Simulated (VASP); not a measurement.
# AgCl (Cmcm) in VASP: a series of runs, part 2 of 2

VASP 6.6.1. The steps go on from the part before.

### 3 Electric field gradients, PBEsol (equal xx and yy strain of +1 %)

INCAR

```
SYSTEM = AgCl
PREC = Accurate
ENCUT = 520
EDIFF = 1E-8
ISMEAR = -1
SIGMA = 0.03
LREAL = .False.
LASPH = .True.
NELM = 100
ALGO = Normal
ISIF = 2
LWAVE = .False.
LCHARG = .False.
GGA = PS
LEFG = .True.
NBANDS = 26
```

KPOINTS

```
regular mesh
0
Gamma
  9 9 8
  0 0 0
```

POSCAR

```
AgCl
1.0
    1.8896188000     -5.6121611882      0.0000000000
    1.8896188000      5.6121611882      0.0000000000
    0.0000000000      0.0000000000      3.9240373500
Ag Cl
2 2
Direct
    0.3965554000      0.6034446000      0.7500000000
    0.6034446000      0.3965554000      0.2500000000
    0.8654487300      0.1345512700      0.2500000000
    0.1345512700      0.8654487300      0.7500000000
```

Potentials or basis: VASP PAW PBE potentials, release 64 (Ag, Cl).

Command:

```
$ cat potpaw_PBE.64/Ag/POTCAR potpaw_PBE.64/Cl/POTCAR > POTCAR
$ mpirun -np 1 vasp_std > vasp.out
```

OUTCAR:

```text
SYSTEM = AgCl
   PREC = Accurate
   ENCUT = 520
   EDIFF = 1E-8
   ISMEAR = -1
   LREAL = .False.
   LASPH = .True.
   NELM = 100
   ISIF = 2
   GGA = PS

 ion  position               nearest neighbor table
   1  0.397  0.603  0.750-   3 2.75   3 2.75   3 2.75   3 2.75   4 2.94   2 3.04   2 3.04
   2  0.603  0.397  0.250-   4 2.75   4 2.75   4 2.75   4 2.75   3 2.94   1 3.04   1 3.04
   3  0.865  0.135  0.250-   1 2.75   1 2.75   1 2.75   1 2.75   2 2.94
   4  0.135  0.865  0.750-   2 2.75   2 2.75   2 2.75   2 2.75   1 2.94

  LATTYP: Found a base centered orthorhombic cell.
 ALAT       =     3.7792376000
 B/A-ratio  =     2.9699964819
 C/A-ratio  =     1.0383145399

  Lattice vectors:

 A1 = (   1.8896188000,  -5.6121611882,   0.0000000000)
 A2 = (   1.8896188000,   5.6121611882,   0.0000000000)
 A3 = (   0.0000000000,   0.0000000000,   3.9240373500)

Analysis of symmetry for initial positions (statically):
=====================================================================
 Subroutine PRICEL returns:
 Original cell was already a primitive cell.

 Routine SETGRP: Setting up the symmetry group for a
 base centered orthorhombic supercell.

 Subroutine GETGRP returns: Found  8 space group operations
 (whereof  4 operations were pure point group operations)
 out of a pool of  8 trial point group operations.

The static configuration has the point symmetry C_2h.
 The point group associated with its full space group is D_2h.

Analysis of symmetry for dynamics (positions and initial velocities):
=====================================================================
 Subroutine PRICEL returns:
 Original cell was already a primitive cell.

 Routine SETGRP: Setting up the symmetry group for a
 base centered orthorhombic supercell.

 Subroutine GETGRP returns: Found  8 space group operations
 (whereof  4 operations were pure point group operations)
 out of a pool of  8 trial point group operations.

The dynamic configuration has the point symmetry C_2h.
 The point group associated with its full space group is D_2h.

 Subroutine INISYM returns: Found  8 space group operations
 (whereof  4 operations are pure point group operations),
 and found     1 'primitive' translations

----------------------------------------------------------------------------------------

                                     Primitive cell

  volume of cell :      83.2276

  direct lattice vectors                    reciprocal lattice vectors
     1.889618800 -5.612161188  0.000000000     0.264603633 -0.089092238  0.000000000
     1.889618800  5.612161188  0.000000000     0.264603633  0.089092238  0.000000000
     0.000000000  0.000000000  3.924037350     0.000000000  0.000000000  0.254839572

  length of vectors
     5.921740657  5.921740657  3.924037350     0.279199766  0.279199766  0.254839572

  position of ions in fractional coordinates (direct lattice)
     0.396555400  0.603444600  0.750000000
     0.603444600  0.396555400  0.250000000
     0.865448730  0.134551270  0.250000000
     0.134551270  0.865448730  0.750000000

  ion indices of the primitive-cell ions
[... 86 lines left out ...]
   TEBEG  =    0.0;   TEEND  =   0.0 temperature during run
   PSTRESS=    0.0 pullay stress
   NELECT =      36.0000    total number of electrons
   NUPDOWN=      -1.0000    fix difference up-down
   EMIN   =  10.00;   EMAX   =-10.00  energy-range for DOS
   EFERMI =   0.00;   METHOD = LEGACY
   ISMEAR =    -1;   SIGMA  =   0.03  broadening in eV -4-tet -1-fermi 0-gaus
   EFERMI_NEDOS =   21; number of points for ismear=-14 and -15
   IALGO  =     38    algorithm
   IMIX   =      4    mixing-type and parameters
     AMIX     =   0.40;   BMIX     =  1.00
     AMIX_MAG =   1.60;   BMIX_MAG =  1.00
  volume/ion in A,a.u.               =      20.81       140.41
  Fermi-wavevector in a.u.,A,eV,Ry     =   1.238093  2.339656 20.856012  1.532874
  Thomas-Fermi vector in A             =   2.372633
   LORBIT       =      0    0 simple, 1 ext, 2 COOP (PROOUT), +10 PAW based schemes
   GGA     = PS    functional components
   LHFCALC =     F    Hartree Fock is set to
   AEXX    =    0.0000 exact exchange contribution
   IVDW    =     0    specifies the selected vdW correction
   LEPSILON=     F    determine dielectric tensor
   LRPA    =     F    only Hartree local field effects (RPA)
 non-spin polarized calculation
  energy-cutoff  :      520.00
  volume of cell :       83.23
 maximum number of plane-waves:      2263
 NGX is ok and might be reduce to    48
   NGX = 23   NGY = 23   NGZ = 15

 number of electron      36.0000005 magnetization

 Free energy of the ion-electron system (eV)
  ---------------------------------------------------
  ext. energy  EPLUGINS =         0.00000000
  ---------------------------------------------------
  free energy    TOTEN  =       -11.98330179 eV

  energy without entropy =      -11.98328450  energy(sigma->0) =      -11.98329314

 E-fermi :   4.0897     XC(G=0): -10.3884

 val. band max:        3.8852179117   @ k =   0.2222   0.2222   0.0000
 cond. band min:       4.2188544072   @ k =   0.0000   0.0000   0.0000
 fundamental gap:      0.3336364954
 Fermi energy:         4.0897229804

 k-point     1 :       0.0000    0.0000    0.0000
  band No.  band energies     occupation
      1     -11.1420      2.00000
      2     -10.5568      2.00000
      3      -0.5451      2.00000
      4       0.5313      2.00000
      5       0.7001      2.00000
      6       0.8141      2.00000
[... 685 lines left out ...]
     25      14.1144      0.00000
     26      15.1409      0.00000

 [... further k-points ...]
[... 5 lines left out ...]
  --------------------------------------------------------------------------------------
  -------------------------------------------------------------------------------------
  Total       -2.1433332     -1.5602160     -2.2275559      0.0000000     -0.0000000      0.0000000
  in kB      -41.2603407    -30.0350152    -42.8816746      0.0000000     -0.0000000      0.0000000
  external PRESSURE =     -38.0590101 kB  Pullay stress =       0.0000000 kB

 VOLUME and BASIS-vectors are now :
 -----------------------------------------------------------------------------
  energy-cutoff  :      520.00
  volume of cell :       83.23
      direct lattice vectors                 reciprocal lattice vectors
     1.889618800 -5.612161188  0.000000000     0.264603633 -0.089092238  0.000000000
     1.889618800  5.612161188  0.000000000     0.264603633  0.089092238  0.000000000
     0.000000000  0.000000000  3.924037350     0.000000000  0.000000000  0.254839572

 POSITION                                       TOTAL-FORCE (eV/Angst)
 -----------------------------------------------------------------------------------
      1.88962      1.16110      2.94303         0.000000     -0.008942      0.000000
      1.88962     -1.16110      0.98101         0.000000      0.008942      0.000000
      1.88962     -4.10191      0.98101         0.000000     -0.040538     -0.000000
      1.88962      4.10191      2.94303         0.000000      0.040538     -0.000000
 -----------------------------------------------------------------------------------
    total drift:                                0.000000     -0.000000      0.000000

  FREE ENERGIE OF THE ION-ELECTRON SYSTEM (eV)
  ---------------------------------------------------
  free  energy   TOTEN  =       -11.9833017896 eV

  energy  without entropy=      -11.9832844951  energy(sigma->0) =      -11.98329314

 Electric field gradients (V/A^2)
---------------------------------------------------------------------
 ion       V_xx      V_yy      V_zz      V_xy      V_xz      V_yz
---------------------------------------------------------------------
   1     -24.081    51.935   -27.853     0.000     0.000    -0.000
   2     -24.081    51.935   -27.853     0.000     0.000     0.000
   3      37.896   -56.868    18.971     0.000    -0.000    -0.000
   4      37.896   -56.868    18.971     0.000    -0.000    -0.000
---------------------------------------------------------------------

 Electric field gradients after diagonalization (V/A^2)
 (convention: |V_zz| > |V_xx| > |V_yy|)
----------------------------------------------------------------------
 ion       V_xx      V_yy      V_zz     asymmetry (V_yy - V_xx)/ V_zz
----------------------------------------------------------------------
   1     -27.853   -24.081    51.935       0.073
   2     -27.853   -24.081    51.935       0.073
   3      37.896    18.971   -56.868       0.333
   4      37.896    18.971   -56.868       0.333
----------------------------------------------------------------------

           NMR quadrupolar parameters

 Cq : quadrupolar parameter    Cq=e*Q*V_zz/h
 eta: asymmetry parameters     (V_yy - V_xx)/ V_zz
 Q  : nuclear electric quadrupole moment in mb (millibarn)
----------------------------------------------------------------------
 ion       Cq(MHz)       eta       Q (mb)
----------------------------------------------------------------------
   1       0.126       0.073       1.000
   2       0.126       0.073       1.000
   3      -0.138       0.333       1.000
   4      -0.138       0.333       1.000
----------------------------------------------------------------------
```

OSZICAR:

```text
N       E                     dE             d eps       ncg     rms          rms(c)
DAV:   1     0.234128886672E+03    0.23413E+03   -0.17699E+04  6500   0.129E+03
DAV:   2     0.405664846036E+00   -0.23372E+03   -0.22263E+03  7432   0.283E+02
DAV:   3    -0.123267382142E+02   -0.12732E+02   -0.12628E+02  7658   0.668E+01
DAV:   4    -0.124636701542E+02   -0.13693E+00   -0.13681E+00  7400   0.761E+00
DAV:   5    -0.124655026965E+02   -0.18325E-02   -0.18324E-02  7608   0.901E-01    0.876E+00
DAV:   6    -0.119884666841E+02    0.47704E+00   -0.10903E+00  7082   0.115E+01    0.609E+00
DAV:   7    -0.119901358690E+02   -0.16692E-02   -0.30324E-01  6816   0.302E+00    0.277E+00
DAV:   8    -0.119839580096E+02    0.61779E-02   -0.18899E-02  6986   0.133E+00    0.625E-01
DAV:   9    -0.119832270086E+02    0.73100E-03   -0.39191E-03  7410   0.698E-01    0.108E-01
DAV:  10    -0.119832760357E+02   -0.49027E-04   -0.36506E-04  7016   0.117E-01    0.569E-02
DAV:  11    -0.119833046497E+02   -0.28614E-04   -0.29370E-05  6816   0.544E-02    0.188E-02
DAV:  12    -0.119833019301E+02    0.27196E-05   -0.74603E-06  7102   0.379E-02    0.333E-03
DAV:  13    -0.119833018475E+02    0.82649E-07   -0.14524E-06  7102   0.679E-03    0.315E-03
DAV:  14    -0.119833018307E+02    0.16811E-07   -0.15663E-07  7054   0.447E-03    0.177E-03
DAV:  15    -0.119833018027E+02    0.27932E-07   -0.35611E-08  6588   0.116E-03    0.604E-04
DAV:  16    -0.119833017833E+02    0.19477E-07   -0.31462E-09  4276   0.592E-04    0.291E-04
DAV:  17    -0.119833017896E+02   -0.63160E-08   -0.28690E-09  3456   0.559E-04
   1 F= -.11983302E+02 E0= -.11983293E+02  d E =-.172945E-04
```

Run time: 4.5 min. Hardware: 1 thread of Intel Xeon Platinum 8259CL at 2.50GHz (Skylake/Cascade Lake), shared host; peak memory 0.39 GiB.

Results:

```yaml
Free_energy: -11.9833 eV
Pressure: -3.8 GPa
Largest_force: 0.041 eV/Å
Band_gap_on_the_k_mesh: 0.33 eV (least direct gap 1.80 eV)
Largest_electric_field_gradient_by_atom: Ag +51.9; Cl -56.9 V/Å²
```

Forces on the atoms (eV/Å):
```
Ag   0.000 -0.009  0.000
Ag   0.000  0.009  0.000
Cl   0.000 -0.041  0.000
Cl   0.000  0.041  0.000
```

Levels at points of the mesh, in eV from the valence-band top:
```csv
k point,band 14,band 15,band 16,band 17,band 18,band 19,band 20,band 21,band 22,band 23
"(0.00, 0.00, 0.00)",-2.25,-2.18,-1.71,-1.62,-1.46,0.33,3.04,7.48,8.29,9.90
"(0.00, 0.00, 0.50)",-2.27,-1.26,-1.26,-0.07,-0.07,4.22,4.22,6.64,6.64,8.06
```

Electric field gradients, principal values (V/Å²):
| atom | least | middle | greatest (by size) |
| --- | --- | --- | --- |
| 1 Ag | -24.081 | -27.853 | 51.935 |
| 2 Ag | -24.081 | -27.853 | 51.935 |
| 3 Cl | 18.971 | 37.896 | -56.868 |
| 4 Cl | 18.971 | 37.896 | -56.868 |

Caveat: the cell differs from its parent crystal (equal xx and yy strain of +1 %); the cell stands under tension; semilocal functionals underestimate gaps, and a narrow one can read as zero; without QUAD_EFG the Cq values of the log hold for a quadrupole moment of 1 mb, not for the nuclei; the PAW data sets were made with another functional, which shifts forces and pressure a little. A k mesh can miss the band edges.

### 4 Electric field gradients, PBEsol (equal xx and yy strain of +3 %)

INCAR

```
  PREC = Accurate
  ENCUT = 520
  EDIFF = 1E-8
  ISMEAR = -1
  SIGMA = 0.03
  LREAL = F
  LASPH = T
  NELM = 80
  ALGO = Normal
  ISIF = 2
  LWAVE = F
  LCHARG = F
  GGA = PS
  LEFG = T
  NBANDS = 26
```

KPOINTS

```
regular mesh
0
Gamma
  9 9 8
```

Changes to POSCAR since step 3:

```diff
@@ -2,4 +2,4 @@
 1.0
-    1.8896188000     -5.6121611882      0.0000000000
-    1.8896188000      5.6121611882      0.0000000000
+    1.9270369941     -5.7232930929      0.0000000000
+    1.9270369941      5.7232930929      0.0000000000
     0.0000000000      0.0000000000      3.9240373500
```

Potentials or basis: VASP PAW PBE potentials, release 64 (Ag, Cl).

Command:

```
$ cat potpaw_PBE.64/Ag/POTCAR potpaw_PBE.64/Cl/POTCAR > POTCAR
$ mpirun -np 1 vasp_std > vasp.out
```

OUTCAR:

```text
PREC = Accurate
   ENCUT = 520
   EDIFF = 1E-8
   ISMEAR = -1
   LREAL = F
   LASPH = T
   NELM = 80
   ISIF = 2
   GGA = PS

 ion  position               nearest neighbor table
   1  0.397  0.603  0.750-   3 2.77   3 2.77   3 2.77   3 2.77   4 3.00   2 3.08   2 3.08
   2  0.603  0.397  0.250-   4 2.77   4 2.77   4 2.77   4 2.77   3 3.00   1 3.08   1 3.08
   3  0.865  0.135  0.250-   1 2.77   1 2.77   1 2.77   1 2.77   2 3.00
   4  0.135  0.865  0.750-   2 2.77   2 2.77   2 2.77   2 2.77   1 3.00

  LATTYP: Found a base centered orthorhombic cell.
 ALAT       =     3.8540739882
 B/A-ratio  =     2.9699964819
 C/A-ratio  =     1.0181530925

  Lattice vectors:

 A1 = (   1.9270369941,  -5.7232930929,   0.0000000000)
 A2 = (   1.9270369941,   5.7232930929,   0.0000000000)
 A3 = (   0.0000000000,   0.0000000000,   3.9240373500)

Analysis of symmetry for initial positions (statically):
=====================================================================
 Subroutine PRICEL returns:
 Original cell was already a primitive cell.

[... 901 lines left out ...]
      1.92704      1.18409      2.94303         0.000000      0.013341      0.000000
      1.92704     -1.18409      0.98101         0.000000     -0.013341     -0.000000
      1.92704     -4.18314      0.98101         0.000000     -0.065183     -0.000000
      1.92704      4.18314      2.94303         0.000000      0.065183     -0.000000
 -----------------------------------------------------------------------------------
    total drift:                                0.000000     -0.000000      0.000000

  FREE ENERGIE OF THE ION-ELECTRON SYSTEM (eV)
  ---------------------------------------------------
  free  energy   TOTEN  =       -11.8964550055 eV

  energy  without entropy=      -11.8964370670  energy(sigma->0) =      -11.89644604

 Electric field gradients (V/A^2)
---------------------------------------------------------------------
 ion       V_xx      V_yy      V_zz      V_xy      V_xz      V_yz
---------------------------------------------------------------------
   1     -26.369    53.013   -26.644     0.000     0.000    -0.000
   2     -26.369    53.013   -26.644     0.000     0.000     0.000
   3      43.711   -60.436    16.725     0.000    -0.000     0.000
   4      43.711   -60.436    16.725     0.000     0.000    -0.000
---------------------------------------------------------------------

 Electric field gradients after diagonalization (V/A^2)
 (convention: |V_zz| > |V_xx| > |V_yy|)
----------------------------------------------------------------------
 ion       V_xx      V_yy      V_zz     asymmetry (V_yy - V_xx)/ V_zz
----------------------------------------------------------------------
   1     -26.644   -26.369    53.013       0.005
   2     -26.644   -26.369    53.013       0.005
   3      43.711    16.725   -60.436       0.447
   4      43.711    16.725   -60.436       0.447
----------------------------------------------------------------------

           NMR quadrupolar parameters

 Cq : quadrupolar parameter    Cq=e*Q*V_zz/h
 eta: asymmetry parameters     (V_yy - V_xx)/ V_zz
 Q  : nuclear electric quadrupole moment in mb (millibarn)
----------------------------------------------------------------------
 ion       Cq(MHz)       eta       Q (mb)
----------------------------------------------------------------------
   1       0.128       0.005       1.000
   2       0.128       0.005       1.000
   3      -0.146       0.447       1.000
   4      -0.146       0.447       1.000
----------------------------------------------------------------------
```

Run time: 4.7 min. Hardware: 1 thread of Intel Xeon Platinum 8259CL at 2.50GHz (Skylake/Cascade Lake), shared host; peak memory 0.4 GiB.

What came out:

```
Free energy                             : -11.8965 eV
Pressure                                : -5.2 GPa
Largest force                           : 0.065 eV/Å
Band gap on the k mesh                  : 0.34 eV (least direct gap 1.77 eV)
Largest electric field gradient by atom : Ag +53.0; Cl -60.4 V/Å²
```

Forces on the atoms (eV/Å):
```
Ag   0.000  0.013  0.000
Ag   0.000 -0.013  0.000
Cl   0.000 -0.065  0.000
Cl   0.000  0.065  0.000
```

Levels at points of the mesh, in eV from the valence-band top:
| k point | band 15 | band 16 | band 17 | band 18 | band 19 | band 20 | band 21 | band 22 |
| --- | --- | --- | --- | --- | --- | --- | --- | --- |
| (0.00, 0.00, 0.00) | -2.10 | -1.58 | -1.54 | -1.43 | 0.34 | 3.08 | 7.28 | 8.35 |
| (0.00, 0.00, 0.50) | -1.20 | -1.20 | -0.05 | -0.05 | 4.14 | 4.14 | 6.62 | 6.62 |

Electric field gradients, principal values (V/Å²):
| atom | least | middle | greatest (by size) |
| --- | --- | --- | --- |
| 1 Ag | -26.369 | -26.644 | 53.013 |
| 2 Ag | -26.369 | -26.644 | 53.013 |
| 3 Cl | 16.725 | 43.711 | -60.436 |
| 4 Cl | 16.725 | 43.711 | -60.436 |

Caveat: the cell differs from its parent crystal (equal xx and yy strain of +3 %); the cell stands under tension; semilocal functionals underestimate gaps, and a narrow one can read as zero; without QUAD_EFG the Cq values of the log hold for a quadrupole moment of 1 mb, not for the nuclei; the PAW data sets were made with another functional, which shifts forces and pressure a little.

### 5 Overview

| cell | gap on the mesh (eV) | pressure (GPa) | largest force (eV/Å) |
| --- | --- | --- | --- |
| a = 5.980, b = 5.980, c = 3.924 Å, angles 90.0, 90.0, 142.8°, 4 atoms | 0.33 | -4.5 | 0.05 |
| a = 5.922, b = 5.922, c = 3.924 Å, angles 90.0, 90.0, 142.8°, 4 atoms | 0.33 | -3.8 | 0.04 |
| a = 6.039, b = 6.039, c = 3.924 Å, angles 90.0, 90.0, 142.8°, 4 atoms | 0.34 | -5.2 | 0.07 |

Alike in all rows: task electric field gradients; level PBEsol; potentials or basis VASP PAW PBE potentials, release 64 (Ag, Cl); no spin polarisation; k mesh 9 × 9 × 8; cutoff (eV) 520; smearing fermi-dirac 0.03 eV.

Caveats: the cell stands under tension; semilocal functionals underestimate gaps, and a narrow one can read as zero; the PAW data sets were made with another functional, which shifts forces and pressure a little.

Absolute energies hang on the potentials; compare differences alone.
